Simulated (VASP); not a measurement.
# ZnO (Fm-3m) in VASP: settings compared

ZnO is run at these levels: PBE, LDA; tasks: relaxation of cell and atoms, single point.

Program: VASP 6.6.1. These are calculated values, not measurements. Logs are shortened: lines on timing, memory, paths and dates and some standing lists are left out, and cuts for length are marked.

### 1 The cell of the first run

The structure is cubic, space group Fm-3m (No. 225). The conventional cell has a = 4.330 Å, b = 4.330 Å, c = 4.330 Å, α = 90.00°, β = 90.00°, γ = 90.00°. Within 2.9 Å of Zn (site symmetry m-3m) lie 6 O at 2.16 Å. Within 2.9 Å of O (site symmetry m-3m) lie 6 Zn at 2.16 Å.

### 2 Relaxation of cell and atoms, PBE

INCAR reads:

```
PREC = Accurate ; ENCUT = 600
EDIFF = 1E-7 ; ISMEAR = 0
SIGMA = 0.02 ; LREAL = F
LASPH = T ; NELM = 80
ALGO = Normal ; ISIF = 3
LWAVE = F ; LCHARG = F
GGA = PE ; IBRION = 2
NSW = 100 ; EDIFFG = -0.01
```

KPOINTS reads:

```
Automatic mesh
0
Gamma
  12 12 12
```

POSCAR reads:

```
ZnO
1.0
    0.0000000000      2.1648613428      2.1648613428
    2.1648613428      0.0000000000      2.1648613428
    2.1648613428      2.1648613428      0.0000000000
Zn O
1 1
Direct
    0.0000000000      0.0000000000      0.0000000000
    0.5000000000      0.5000000000      0.5000000000
```

Potentials or basis: VASP PAW PBE potentials, release 64 (Zn, O).

Started as:

```bash
$ cat potpaw_PBE.64/Zn/POTCAR potpaw_PBE.64/O/POTCAR > POTCAR
$ mpirun -np 1 vasp_std > vasp.out
```

OUTCAR:

```text
PREC = Accurate
   ENCUT = 600
   EDIFF = 1E-7
   ISMEAR = 0
   LREAL = F
   LASPH = T
   NELM = 80
   ISIF = 3
   GGA = PE
   IBRION = 2
   NSW = 100
   EDIFFG = -0.01

 ion  position               nearest neighbor table
   1  0.000  0.000  0.000-   2 2.16   2 2.16   2 2.16   2 2.16   2 2.16   2 2.16
   2  0.500  0.500  0.500-   1 2.16   1 2.16   1 2.16   1 2.16   1 2.16   1 2.16

  LATTYP: Found a face centered cubic cell.
 ALAT       =     4.3297226856

  Lattice vectors:

 A1 = (   0.0000000000,   2.1648613428,   2.1648613428)
 A2 = (   2.1648613428,   0.0000000000,   2.1648613428)
 A3 = (   2.1648613428,   2.1648613428,   0.0000000000)

Analysis of symmetry for initial positions (statically):
=====================================================================
 Subroutine PRICEL returns:
 Original cell was already a primitive cell.

 Routine SETGRP: Setting up the symmetry group for a
 face centered cubic supercell.

 Subroutine GETGRP returns: Found 48 space group operations
 (whereof 48 operations were pure point group operations)
 out of a pool of 48 trial point group operations.

The static configuration has the point symmetry O_h .

Analysis of symmetry for dynamics (positions and initial velocities):
=====================================================================
 Subroutine PRICEL returns:
 Original cell was already a primitive cell.

 Routine SETGRP: Setting up the symmetry group for a
 face centered cubic supercell.

 Subroutine GETGRP returns: Found 48 space group operations
 (whereof 48 operations were pure point group operations)
 out of a pool of 48 trial point group operations.

The dynamic configuration has the point symmetry O_h .

 Subroutine INISYM returns: Found 48 space group operations
 (whereof 48 operations are pure point group operations),
 and found     1 'primitive' translations

----------------------------------------------------------------------------------------

                                     Primitive cell

  volume of cell :      20.2918

  direct lattice vectors                    reciprocal lattice vectors
     0.000000000  2.164861343  2.164861343    -0.230961674  0.230961674  0.230961674
     2.164861343  0.000000000  2.164861343     0.230961674 -0.230961674  0.230961674
     2.164861343  2.164861343  0.000000000     0.230961674  0.230961674 -0.230961674

  length of vectors
     3.061576272  3.061576272  3.061576272     0.400037354  0.400037354  0.400037354

  position of ions in fractional coordinates (direct lattice)
     0.000000000  0.000000000  0.000000000
     0.500000000  0.500000000  0.500000000

  ion indices of the primitive-cell ions
   primitive index   ion index
                 1           1
                 2           2

----------------------------------------------------------------------------------------

 KPOINTS: Automatic mesh

Automatic generation of k-mesh.
 Grid dimensions read from file:
 generate k-points for:   12   12   12

 Generating k-lattice:

  Cartesian coordinates                     Fractional coordinates (reciprocal lattice)
    -0.019246806  0.019246806  0.019246806     0.083333333  0.000000000  0.000000000
     0.019246806 -0.019246806  0.019246806     0.000000000  0.083333333  0.000000000
     0.019246806  0.019246806 -0.019246806     0.000000000  0.000000000  0.083333333

  Length of vectors
     0.033336446  0.033336446  0.033336446

  Shift w.r.t. Gamma in fractional coordinates (k-lattice)
     0.000000000  0.000000000  0.000000000

 Subroutine IBZKPT returns following result:
 ===========================================

 Found     72 irreducible k-points:

 Following reciprocal coordinates:
            Coordinates               Weight
  0.000000  0.000000  0.000000      1.000000
  0.083333  0.000000  0.000000      8.000000
  0.166667  0.000000  0.000000      8.000000
  0.250000  0.000000  0.000000      8.000000
  0.333333  0.000000  0.000000      8.000000
  0.416667  0.000000  0.000000      8.000000
[... 16 lines left out ...]
  0.500000  0.166667  0.000000     24.000000
 -0.416667  0.166667  0.000000     24.000000
 [... further k-points ...]
   k-points           NKPTS =     72   k-points in BZ     NKDIM =     72   number of bands    NBANDS=     13
   number of dos      NEDOS =    301   number of ions     NIONS =      2
   total plane-waves  NPLWV =  13824
   dimension x,y,z NGX =    24 NGY =   24 NGZ =   24
   dimension x,y,z NGXF=    48 NGYF=   48 NGZF=   48
   ions per type =               1   1
   NGX,Y,Z   is equivalent  to a cutoff of  13.03, 13.03, 13.03 a.u.
   NGXF,Y,Z  is equivalent  to a cutoff of  26.06, 26.06, 26.06 a.u.
 SYSTEM =  unknown system
   PREC   = accura    normal or accurate (medium, high low for compatibility)
   ISTART =      0    job   : 0-new  1-cont  2-samecut
   ICHARG =      2    charge: 1-file 2-atom 10-const
   ISPIN  =      1    spin polarized calculation?
   LNONCOLLINEAR =      F non collinear calculations
   LSORBIT =      F    spin-orbit coupling
   LASPH  =      T    aspherical Exc in radial PAW
   ENCUT  =  600.0 eV  44.10 Ry    6.64 a.u.   6.11  6.11  6.11*2*pi/ulx,y,z
   NELM   =     80;   NELMIN=  2; NELMDL= -5     # of ELM steps
   EDIFF  = 0.1E-06   stopping-criterion for ELM
   LREAL  =      F    real-space projection
   EDIFFG = -.1E-01   stopping-criterion for IOM
   NSW    =    100    number of steps for IOM
   IBRION =      2    ionic relax: 0-MD 1-quasi-New 2-CG
   NFREE  =      1    steps in history (QN), initial steepest desc. (CG)
   ISIF   =      3    stress and relaxation
   ISYM   =      2    0-nonsym 1-usesym 2-fastsym
   POTIM  = 0.5000    time-step for ionic-motion
   TEBEG  =    0.0;   TEEND  =   0.0 temperature during run
   PSTRESS=    0.0 pullay stress
   NELECT =      18.0000    total number of electrons
   NUPDOWN=      -1.0000    fix difference up-down
   EMIN   =  10.00;   EMAX   =-10.00  energy-range for DOS
   EFERMI =   0.00;   METHOD = LEGACY
   ISMEAR =     0;   SIGMA  =   0.02  broadening in eV -4-tet -1-fermi 0-gaus
   EFERMI_NEDOS =   21; number of points for ismear=-14 and -15
   IALGO  =     38    algorithm
   IMIX   =      4    mixing-type and parameters
     AMIX     =   0.40;   BMIX     =  1.00
     AMIX_MAG =   1.60;   BMIX_MAG =  1.00
  volume/ion in A,a.u.               =      10.15        68.47
  Fermi-wavevector in a.u.,A,eV,Ry     =   1.572989  2.972517 33.664803  2.474293
  Thomas-Fermi vector in A             =   2.674340
   LORBIT       =      0    0 simple, 1 ext, 2 COOP (PROOUT), +10 PAW based schemes
   GGA     = PE    functional components
   LHFCALC =     F    Hartree Fock is set to
   AEXX    =    0.0000 exact exchange contribution
   IVDW    =     0    specifies the selected vdW correction
   LEPSILON=     F    determine dielectric tensor
   LRPA    =     F    only Hartree local field effects (RPA)
 conjugate gradient relaxation of ions
 non-spin polarized calculation
 Gauss-broadening in eV      SIGMA  =   0.02
  energy-cutoff  :      600.00
  volume of cell :       20.29
 maximum number of plane-waves:       700
   NGX = 13   NGY = 13   NGZ = 13

--------------------------------------- Ionic step        1  -------------------------------------------

 number of electron      18.0000011 magnetization

 Free energy of the ion-electron system (eV)
  ---------------------------------------------------
  ext. energy  EPLUGINS =         0.00000000
  ---------------------------------------------------
  free energy    TOTEN  =        -8.63399387 eV

  energy without entropy =       -8.63399387  energy(sigma->0) =       -8.63399387

------------------------ aborting loop because EDIFF is reached ----------------------------------------

  FORCE on cell =-STRESS in cart. coord.  units (eV):
  Direction    XX          YY          ZZ          XY          YZ          ZX
  --------------------------------------------------------------------------------------
  -------------------------------------------------------------------------------------
  Total        0.0975846      0.0975846      0.0975846      0.0000000      0.0000000      0.0000000
  in kB        7.7049812      7.7049812      7.7049812      0.0000000      0.0000000      0.0000000
  external PRESSURE =       7.7049812 kB  Pullay stress =       0.0000000 kB
[... 57 lines left out ...]
  energy  without entropy=       -8.6341375486  energy(sigma->0) =       -8.63413755

--------------------------------------- Ionic step        3  -------------------------------------------

 number of electron      18.0000010 magnetization

 Free energy of the ion-electron system (eV)
  ---------------------------------------------------
  ext. energy  EPLUGINS =         0.00000000
  ---------------------------------------------------
  free energy    TOTEN  =        -8.63420688 eV

  energy without entropy =       -8.63420688  energy(sigma->0) =       -8.63420688

 E-fermi :   2.5012     XC(G=0): -12.0731

 val. band max:        2.3338354606   @ k =   0.5000   0.0000   0.0000
 cond. band min:       3.0380654747   @ k =   0.0000   0.0000   0.0000
 fundamental gap:      0.7042300141
 Fermi energy:         2.5011622576

 k-point     1 :       0.0000    0.0000    0.0000
  band No.  band energies     occupation
      1     -15.9078      2.00000
      2      -2.4601      2.00000
      3      -2.4601      2.00000
      4      -2.4601      2.00000
      5      -2.2622      2.00000
      6      -2.2622      2.00000
      7       1.1089      2.00000
      8       1.1089      2.00000
      9       1.1089      2.00000
     10       3.0381      0.00000
     11      20.0853      0.00000
     12      20.0853      0.00000
     13      20.0853      0.00000
[... 353 lines left out ...]
 k-point    24 :      -0.4167    0.1667    0.0000
  band No.  band energies     occupation
      1     -14.6000      2.00000
      2      -4.3121      2.00000
      3      -3.2033      2.00000
      4      -3.2020      2.00000
      5      -2.0862      2.00000
      6      -2.0816      2.00000
      7      -1.2364      2.00000
      8       1.0424      2.00000
      9       2.0523      2.00000
     10       9.0881      0.00000
     11      10.3915      0.00000
     12      13.6184      0.00000
     13      15.4352      0.00000

 [... further k-points ...]
[... 5 lines left out ...]
  --------------------------------------------------------------------------------------
  -------------------------------------------------------------------------------------
  Total        0.0007164      0.0007164      0.0007164     -0.0000000      0.0000000     -0.0000000
  in kB        0.0563136      0.0563136      0.0563136     -0.0000000      0.0000000     -0.0000000
  external PRESSURE =       0.0563136 kB  Pullay stress =       0.0000000 kB
[... 17 lines left out ...]
  FREE ENERGIE OF THE ION-ELECTRON SYSTEM (eV)
  ---------------------------------------------------
  free  energy   TOTEN  =        -8.6342068781 eV

  energy  without entropy=       -8.6342068781  energy(sigma->0) =       -8.63420688

 reached required accuracy - stopping structural energy minimisation
```

Wall time 14 s (1 thread of Intel Xeon 6975P-C (Granite Rapids), shared host); peak memory 0.15 GiB.

Results:

```
Free energy                            : -8.6342 eV
Relaxed volume                         : 10.19 Å³/atom
Relaxed cell                           : a = 3.066 Å, b = 3.066 Å, c = 3.066 Å, α = 60.00°, β = 60.00°, γ = 60.00°
Space group after relaxing (to 0.05 Å) : Fm-3m (No. 225)
Energy gained by relaxing              : 0.1 meV/atom
Ionic steps                            : 3
Pressure after relaxing                : 0.0 GPa
Band gap on the k mesh                 : 0.70 eV, indirect (least direct gap 1.93 eV)
```

Step by step:
| step | energy change (eV) | largest force (eV/Å) | pressure (GPa) | volume (Å³) |
| --- | --- | --- | --- | --- |
| 1 | 0.0000 | 0.0000 | 0.77 | 20.29 |
| 2 | -0.0001 | 0.0000 | -0.41 | 20.44 |
| 3 | -0.0002 | 0.0000 | 0.01 | 20.38 |

Final structure:
```xyz
2
Lattice="0.0000 2.1681 2.1681 2.1681 0.0000 2.1681 2.1681 2.1681 0.0000" Properties=species:S:1:pos:R:3 pbc="T T T"
Zn    0.0000    0.0000    0.0000
O     2.1681    2.1681    2.1681
```

### 3 Single point, PBE (volume scaled by 0.94)

INCAR reads:

```
SYSTEM = ZnO
PREC = Accurate
ENCUT = 910
EDIFF = 1E-6
ISMEAR = 0
SIGMA = 0.02
LREAL = .FALSE.
LASPH = .TRUE.
NELM = 120
ALGO = Normal
ISIF = 2
LWAVE = .FALSE.
LCHARG = .FALSE.
GGA = PE
NBANDS = 16
GGA_COMPAT = .FALSE.
```

KPOINTS reads:

```
regular mesh
0
G
  12 12 12
  0 0 0
```

POSCAR reads:

```
ZnO
1.0
    0.0000000000      2.1206680987      2.1206680987
    2.1206680987      0.0000000000      2.1206680987
    2.1206680987      2.1206680987      0.0000000000
Zn O
1 1
Direct
    0.0000000000      0.0000000000      0.0000000000
    0.5000000000      0.5000000000      0.5000000000
```

Potentials or basis: VASP PAW PBE potentials, release 64 (Zn, O_h).

Started as:

```bash
$ cat potpaw_PBE.64/Zn/POTCAR potpaw_PBE.64/O_h/POTCAR > POTCAR
$ mpirun -np 1 vasp_std > vasp.out
```

It took 36 s on 1 thread of Intel Xeon 6975P-C (Granite Rapids), shared host; peak memory 0.2 GiB.

The run converged. Its results:

| Item | Value |
| --- | --- |
| Free energy | -8.5868 eV |
| Pressure | 12.8 GPa |
| Band gap on the k mesh | 1.00 eV, indirect (least direct gap 2.48 eV) |

Levels at points of the mesh, in eV from the valence-band top:
| k point | band 7 | band 8 | band 9 | band 10 | band 11 | band 12 |
| --- | --- | --- | --- | --- | --- | --- |
| (0.00, 0.00, 0.00) | -1.47 | -1.47 | -1.47 | 1.00 | 18.14 | 18.14 |
| (0.50, 0.00, 0.00) | -3.63 | 0.00 | 0.00 | 5.47 | 9.33 | 12.95 |
| (0.50, 0.50, 0.00) | -3.99 | -2.95 | -2.95 | 4.34 | 10.84 | 11.32 |

Caveat: the cell differs from its parent crystal (volume scaled by 0.94); the cutoff is under 1.25 times the usual one of these potentials, so pressure, stress and relaxed cells hold a basis-set (Pulay) error. A k mesh can miss the band edges.

### 4 Single point, PBE

INCAR, as its differences from that of step 3:

```diff
@@ -12,4 +12,6 @@
 LWAVE = .FALSE.
-LCHARG = .FALSE.
+LCHARG = .TRUE.
 GGA = PE
+LELF = .TRUE.
+LVHAR = .TRUE.
 NBANDS = 16
```

KPOINTS reads:

```
Automatic mesh
0
G
  12 12 12
  0 0 0
```

POSCAR reads:

```
ZnO
1.0
    0.0000000000      2.1648613428      2.1648613428
    2.1648613428      0.0000000000      2.1648613428
    2.1648613428      2.1648613428      0.0000000000
Zn O
1 1
Direct
    0.0000000000      0.0000000000      0.0000000000
    0.5000000000      0.5000000000      0.5000000000
```

Started as:

```bash
$ cat potpaw_PBE.64/Zn/POTCAR potpaw_PBE.64/O_h/POTCAR > POTCAR
$ mpirun -np 1 vasp_std > vasp.out
```

Run time: 27 s. Hardware: 1 thread of AMD EPYC 9R45 (Zen 5), shared host; peak memory 0.18 GiB.

Results (log left out):

```yaml
Free_energy: -8.6387 eV
Pressure: 0.7 GPa
Band_gap_on_the_k_mesh: 0.72 eV, indirect (least direct gap 1.96 eV)
```

Levels at points of the mesh, in eV from the valence-band top:
| k point | band 5 | band 6 | band 7 | band 8 | band 9 | band 10 | band 11 | band 12 | band 13 | band 14 |
| --- | --- | --- | --- | --- | --- | --- | --- | --- | --- | --- |
| (0.00, 0.00, 0.00) | -4.60 | -4.60 | -1.24 | -1.24 | -1.24 | 0.72 | 17.78 | 17.78 | 17.78 | 18.19 |
| (0.50, 0.00, 0.00) | -4.41 | -4.41 | -3.58 | 0.00 | 0.00 | 5.39 | 8.78 | 12.63 | 12.63 | 18.94 |
| (0.50, 0.50, 0.00) | -4.30 | -4.30 | -4.03 | -2.61 | -2.61 | 4.07 | 10.46 | 11.21 | 15.06 | 15.06 |

Caveat: the cutoff is under 1.25 times the usual one of these potentials, so pressure, stress and relaxed cells hold a basis-set (Pulay) error. A k mesh can miss the band edges.

[end of part 1 of 2]
